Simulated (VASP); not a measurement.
Input of a VASP 6.6.1 run:

File INCAR:

```
SYSTEM = Be
ALGO     = Normal         ! electronic algorithm
EDIFF    = 1E-6           ! SCF threshold, eV
ENCUT    = 600            ! plane-wave cutoff, eV
GGA      = PE             ! functional
GGA_COMPAT= .False.      
ISIF     = 2              ! what is computed and relaxed
ISMEAR   = 1              ! smearing method
LASPH    = .True.         ! aspherical terms in the spheres
LCHARG   = .False.        ! write CHGCAR
LREAL    = .False.        ! projectors in reciprocal space
LWAVE    = .False.        ! write WAVECAR
NBANDS   = 7              ! bands
NELM     = 120            ! most SCF steps
PREC     = Accurate       ! precision mode
SIGMA    = 0.1            ! smearing width, eV
```

KPOINTS

```
k-points
0
Gamma
  13 13 13
  0 0 0
```

The input POSCAR:

```
Be
1.0
   -1.2343241850      1.2343241850      1.2915777268
    1.2343241850     -1.2343241850      1.2915777268
    1.2343241850      1.2343241850     -1.2915777268
Be
1
Direct
    0.0000000000      0.0000000000      0.0000000000
```

Potentials or basis: VASP PAW PBE potentials, release 64 (Be).

Command:

```sh
$ cat potpaw_PBE.64/Be/POTCAR > POTCAR
$ mpirun -np 1 vasp_std > vasp.out
```

(1) What does it give for the band gap on the k mesh?

(2) What does it give for the pressure?

## Answers

(1) zero (band 1 reaches 10.88 eV, above the bottom of band 2 at 6.82 eV).

(2) -0.6 GPa.
